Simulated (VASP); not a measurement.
# BP (I-4m2) in VASP: single point with PBE

Aim: the single point of BP with PBE.

Everything below comes from runs of VASP 6.6.1. Logs are shortened: lines on timing, memory, paths and dates and some standing lists are left out, and cuts for length are marked.

**1. The cell of the first run**

It takes space group I-4m2 (No. 119, tetragonal). Conventional cell: a = 3.209 Å, b = 3.209 Å, c = 4.266 Å, α = 90.00°, β = 90.00°, γ = 90.00°. B (site symmetry -4m2) has 4 P at 1.93 Å within 2.6 Å. P (site symmetry -4m2) has 4 B at 1.93 Å within 2.6 Å.

**2. Single point, PBE (strain -0.0600 x Voigt [0, 1, 0, 0, 0, 0])**

File INCAR:

```
PREC = Accurate
ENCUT = 520
EDIFF = 1E-6
ISMEAR = 0
SIGMA = 0.05
LREAL = False
LASPH = True
NELM = 60
ALGO = Normal
ISIF = 2
LWAVE = False
LCHARG = False
GGA = PE
NBANDS = 11
```

File KPOINTS:

```
Automatic mesh
0
Gamma
  10 10 10
```

File POSCAR:

```
BP
1.0
    0.0000000000      2.1328600000      2.2690000000
    2.2690000000      0.0000000000      2.2690000000
    2.2690000000      2.1328600000      0.0000000000
B P
1 1
Direct
    0.0000000000      0.0000000000      0.0000000000
    0.7500000000      0.7500000000      0.7500000000
```

Potentials or basis: VASP PAW PBE potentials, release 64 (B, P).

Launch:

```bash
$ cat potpaw_PBE.64/B/POTCAR potpaw_PBE.64/P/POTCAR > POTCAR
$ mpirun -np 1 vasp_std > vasp.out
```

OUTCAR:

```text
PREC = Accurate
   ENCUT = 520
   EDIFF = 1E-6
   ISMEAR = 0
   LREAL = False
   LASPH = True
   NELM = 60
   ISIF = 2
   GGA = PE

 ion  position               nearest neighbor table
   1  0.000  0.000  0.000-   2 1.93   2 1.93   2 1.93   2 1.93
   2  0.750  0.750  0.750-   1 1.93   1 1.93   1 1.93   1 1.93

  LATTYP: Found a body centered tetragonal cell.
 ALAT       =     3.2088505730
 C/A-ratio  =     1.3293607486

  Lattice vectors:

 A1 = (   0.0000000000,  -2.1328600000,   2.2690000000)
 A2 = (   0.0000000000,  -2.1328600000,  -2.2690000000)
 A3 = (   2.2690000000,   2.1328600000,   0.0000000000)

Analysis of symmetry for initial positions (statically):
=====================================================================
 Subroutine PRICEL returns:
 Original cell was already a primitive cell.

 Routine SETGRP: Setting up the symmetry group for a
 body centered tetragonal supercell.

 Subroutine GETGRP returns: Found  8 space group operations
 (whereof  8 operations were pure point group operations)
 out of a pool of 16 trial point group operations.

The static configuration has the point symmetry D_2d.

Analysis of symmetry for dynamics (positions and initial velocities):
=====================================================================
 Subroutine PRICEL returns:
 Original cell was already a primitive cell.

 Routine SETGRP: Setting up the symmetry group for a
 body centered tetragonal supercell.

 Subroutine GETGRP returns: Found  8 space group operations
 (whereof  8 operations were pure point group operations)
 out of a pool of 16 trial point group operations.

The dynamic configuration has the point symmetry D_2d.

 Subroutine INISYM returns: Found  8 space group operations
 (whereof  8 operations are pure point group operations),
 and found     1 'primitive' translations

----------------------------------------------------------------------------------------

                                     Primitive cell

  volume of cell :      21.9615

  direct lattice vectors                    reciprocal lattice vectors
     0.000000000  2.132860000  2.269000000    -0.220361393  0.234427013  0.220361393
     2.269000000  0.000000000  2.269000000     0.220361393 -0.234427013  0.220361393
     2.269000000  2.132860000  0.000000000     0.220361393  0.234427013 -0.220361393

  length of vectors
     3.114073342  3.208850573  3.114073342     0.389967065  0.389967065  0.389967065

  position of ions in fractional coordinates (direct lattice)
     0.000000000  0.000000000  0.000000000
     0.750000000  0.750000000  0.750000000

  ion indices of the primitive-cell ions
   primitive index   ion index
                 1           1
                 2           2

----------------------------------------------------------------------------------------

 KPOINTS: Automatic mesh

Automatic generation of k-mesh.
 Grid dimensions read from file:
 generate k-points for:   10   10   10

 Generating k-lattice:

  Cartesian coordinates                     Fractional coordinates (reciprocal lattice)
    -0.022036139  0.023442701  0.022036139     0.100000000  0.000000000  0.000000000
     0.022036139 -0.023442701  0.022036139    -0.000000000  0.100000000 -0.000000000
     0.022036139  0.023442701 -0.022036139     0.000000000  0.000000000  0.100000000

  Length of vectors
     0.038996706  0.038996706  0.038996706

  Shift w.r.t. Gamma in fractional coordinates (k-lattice)
     0.000000000  0.000000000  0.000000000

 Subroutine IBZKPT returns following result:
 ===========================================

 Found    102 irreducible k-points:

 Following reciprocal coordinates:
            Coordinates               Weight
  0.000000  0.000000  0.000000      1.000000
  0.100000  0.000000  0.000000      8.000000
  0.200000  0.000000  0.000000      8.000000
  0.300000  0.000000  0.000000      8.000000
  0.400000  0.000000  0.000000      8.000000
  0.500000  0.000000  0.000000      4.000000
[... 16 lines left out ...]
  0.300000  0.300000  0.000000      4.000000
  0.400000  0.300000 -0.000000     16.000000
 [... further k-points ...]
   k-points           NKPTS =    102   k-points in BZ     NKDIM =    102   number of bands    NBANDS=     11
   number of dos      NEDOS =    301   number of ions     NIONS =      2
   total plane-waves  NPLWV =  13824
   dimension x,y,z NGX =    24 NGY =   24 NGZ =   24
   dimension x,y,z NGXF=    48 NGYF=   48 NGZF=   48
   ions per type =               1   1
   NGX,Y,Z   is equivalent  to a cutoff of  12.81, 12.43, 12.81 a.u.
   NGXF,Y,Z  is equivalent  to a cutoff of  25.62, 24.87, 25.62 a.u.
 SYSTEM =  unknown system
   PREC   = accura    normal or accurate (medium, high low for compatibility)
   ISTART =      0    job   : 0-new  1-cont  2-samecut
   ICHARG =      2    charge: 1-file 2-atom 10-const
   ISPIN  =      1    spin polarized calculation?
   LNONCOLLINEAR =      F non collinear calculations
   LSORBIT =      F    spin-orbit coupling
   LASPH  =      T    aspherical Exc in radial PAW
   ENCUT  =  520.0 eV  38.22 Ry    6.18 a.u.   5.79  5.97  5.79*2*pi/ulx,y,z
   NELM   =     60;   NELMIN=  2; NELMDL= -5     # of ELM steps
   EDIFF  = 0.1E-05   stopping-criterion for ELM
   LREAL  =      F    real-space projection
   EDIFFG = 0.1E-04   stopping-criterion for IOM
   NSW    =      0    number of steps for IOM
   IBRION =     -1    ionic relax: 0-MD 1-quasi-New 2-CG
   NFREE  =      0    steps in history (QN), initial steepest desc. (CG)
   ISIF   =      2    stress and relaxation
   ISYM   =      2    0-nonsym 1-usesym 2-fastsym
   POTIM  = 0.5000    time-step for ionic-motion
   TEBEG  =    0.0;   TEEND  =   0.0 temperature during run
   PSTRESS=    0.0 pullay stress
   NELECT =       8.0000    total number of electrons
   NUPDOWN=      -1.0000    fix difference up-down
   EMIN   =  10.00;   EMAX   =-10.00  energy-range for DOS
   EFERMI =   0.00;   METHOD = LEGACY
   ISMEAR =     0;   SIGMA  =   0.05  broadening in eV -4-tet -1-fermi 0-gaus
   EFERMI_NEDOS =   21; number of points for ismear=-14 and -15
   IALGO  =     38    algorithm
   IMIX   =      4    mixing-type and parameters
     AMIX     =   0.40;   BMIX     =  1.00
     AMIX_MAG =   1.60;   BMIX_MAG =  1.00
  volume/ion in A,a.u.               =      10.98        74.10
  Fermi-wavevector in a.u.,A,eV,Ry     =   1.169188  2.209445 18.599175  1.367001
  Thomas-Fermi vector in A             =   2.305664
   LORBIT       =      0    0 simple, 1 ext, 2 COOP (PROOUT), +10 PAW based schemes
   GGA     = PE    functional components
   LHFCALC =     F    Hartree Fock is set to
   AEXX    =    0.0000 exact exchange contribution
   IVDW    =     0    specifies the selected vdW correction
   LEPSILON=     F    determine dielectric tensor
   LRPA    =     F    only Hartree local field effects (RPA)
 non-spin polarized calculation
 Gauss-broadening in eV      SIGMA  =   0.05
  energy-cutoff  :      520.00
  volume of cell :       21.96
 maximum number of plane-waves:       608
   NGX = 11   NGY = 11   NGZ = 11

 number of electron       8.0000000 magnetization

 Free energy of the ion-electron system (eV)
  ---------------------------------------------------
  ext. energy  EPLUGINS =         0.00000000
  ---------------------------------------------------
  free energy    TOTEN  =       -12.82783935 eV

  energy without entropy =      -12.82783864  energy(sigma->0) =      -12.82783900

 E-fermi :   8.6813     XC(G=0): -11.1802

 val. band max:        8.5763053274   @ k =   0.0000   0.0000   0.0000
 cond. band min:       8.7935430380   @ k =   0.4000   0.0000   0.4000
 fundamental gap:      0.2172377105
 Fermi energy:         8.6812669316

 k-point     1 :       0.0000    0.0000    0.0000
  band No.  band energies     occupation
      1      -7.8385      2.00000
      2       7.9955      2.00000
      3       7.9955      2.00000
      4       8.5763      1.99701
      5      11.4731      0.00000
      6      11.8273      0.00000
      7      11.8273      0.00000
      8      16.4719      0.00000
      9      19.6569      0.00000
     10      20.1412      0.00000
     11      21.1933      0.00000

 k-point     2 :       0.1000    0.0000    0.0000
  band No.  band energies     occupation
      1      -7.6486      2.00000
      2       6.8117      2.00000
      3       7.6616      2.00000
      4       8.1314      2.00000
      5      11.8348      0.00000
      6      12.2339      0.00000
      7      12.3843      0.00000
      8      16.9311      0.00000
      9      19.0897      0.00000
     10      20.2545      0.00000
     11      20.7790      0.00000

 k-point     3 :       0.2000    0.0000    0.0000
  band No.  band energies     occupation
      1      -7.0853      2.00000
      2       4.4091      2.00000
      3       7.0197      2.00000
      4       7.5744      2.00000
      5      12.2005      0.00000
      6      12.8483      0.00000
      7      13.1244      0.00000
      8      17.9326      0.00000
      9      18.7939      0.00000
     10      19.3994      0.00000
     11      21.7753      0.00000

 k-point     4 :       0.3000    0.0000    0.0000
  band No.  band energies     occupation
      1      -6.1762      2.00000
      2       1.9453      2.00000
      3       6.4493      2.00000
      4       7.1213      2.00000
      5      12.1491      0.00000
      6      12.9431      0.00000
      7      13.6329      0.00000
      8      18.6100      0.00000
      9      19.6986      0.00000
     10      19.8384      0.00000
     11      22.1983      0.00000

 k-point     5 :       0.4000    0.0000    0.0000
  band No.  band energies     occupation
      1      -5.0284      2.00000
      2      -0.1930      2.00000
      3       6.0828      2.00000
      4       6.8432      2.00000
      5      11.9975      0.00000
      6      12.7232      0.00000
      7      13.7265      0.00000
      8      18.6562      0.00000
      9      21.1572      0.00000
     10      21.9299      0.00000
     11      23.1899      0.00000
[... 211 lines left out ...]
 k-point    21 :      -0.3000    0.2000    0.0000
  band No.  band energies     occupation
      1      -4.7532      2.00000
      2       0.8286      2.00000
      3       3.1148      2.00000
      4       6.3828      2.00000
      5      12.4223      0.00000
      6      14.2112      0.00000
      7      15.5601      0.00000
      8      17.6333      0.00000
      9      19.1086      0.00000
     10      21.6334      0.00000
     11      25.4999      0.00000

 k-point    22 :      -0.2000    0.2000   -0.0000
  band No.  band energies     occupation
      1      -5.8315      2.00000
      2       2.6845      2.00000
      3       3.6297      2.00000
      4       7.0810      2.00000
      5      13.0018      0.00000
      6      13.4585      0.00000
      7      14.8382      0.00000
      8      16.8473      0.00000
      9      18.0616      0.00000
     10      22.4276      0.00000
     11      24.9777      0.00000

 k-point    23 :       0.3000    0.3000    0.0000
  band No.  band energies     occupation
      1      -5.6959      2.00000
      2       3.0360      2.00000
      3       4.9011      2.00000
      4       5.0872      2.00000
      5       9.9405      0.00000
      6      12.1586      0.00000
      7      16.6858      0.00000
      8      18.1191      0.00000
      9      21.4808      0.00000
     10      23.2266      0.00000
     11      25.2647      0.00000

 k-point    24 :       0.4000    0.3000   -0.0000
  band No.  band energies     occupation
      1      -4.8445      2.00000
      2       1.7163      2.00000
      3       4.0023      2.00000
      4       4.7108      2.00000
      5      10.2317      0.00000
      6      12.0135      0.00000
      7      17.2771      0.00000
      8      18.8691      0.00000
      9      22.3138      0.00000
     10      24.0892      0.00000
     11      25.7890      0.00000

 [... further k-points ...]
[... 5 lines left out ...]
  --------------------------------------------------------------------------------------
  -------------------------------------------------------------------------------------
  Total        0.9574939      3.1300414      0.9574939      0.0000000      0.0000000      0.0000000
  in kB       69.8530333    228.3491143     69.8530333      0.0000000      0.0000000      0.0000000
  external PRESSURE =     122.6850603 kB  Pullay stress =       0.0000000 kB

 VOLUME and BASIS-vectors are now :
 -----------------------------------------------------------------------------
  energy-cutoff  :      520.00
  volume of cell :       21.96
      direct lattice vectors                 reciprocal lattice vectors
     0.000000000  2.132860000  2.269000000    -0.220361393  0.234427013  0.220361393
     2.269000000  0.000000000  2.269000000     0.220361393 -0.234427013  0.220361393
     2.269000000  2.132860000  0.000000000     0.220361393  0.234427013 -0.220361393

 POSITION                                       TOTAL-FORCE (eV/Angst)
 -----------------------------------------------------------------------------------
      0.00000      0.00000      0.00000        -0.000000     -0.000000     -0.000000
      3.40350      3.19929      3.40350         0.000000      0.000000      0.000000
 -----------------------------------------------------------------------------------
    total drift:                               -0.000000      0.000000     -0.000000

  FREE ENERGIE OF THE ION-ELECTRON SYSTEM (eV)
  ---------------------------------------------------
  free  energy   TOTEN  =       -12.8278393516 eV

  energy  without entropy=      -12.8278386432  energy(sigma->0) =      -12.82783900
```

Wall time 15 s (1 thread of Intel Xeon Platinum 8259CL at 2.50GHz (Skylake/Cascade Lake), shared host); peak memory 0.15 GiB.

What came out:

```yaml
Free_energy: -12.8278 eV
Pressure: 12.3 GPa
Band_gap_on_the_k_mesh: 0.22 eV, indirect (least direct gap 2.90 eV)
```

Stress tensor (GPa, compression positive):
```
 6.99  0.00  0.00
 0.00 22.83  0.00
 0.00  0.00  6.99
```

Caveat: the cell differs from its parent crystal (strain -0.0600 x Voigt [0, 1, 0, 0, 0, 0]).
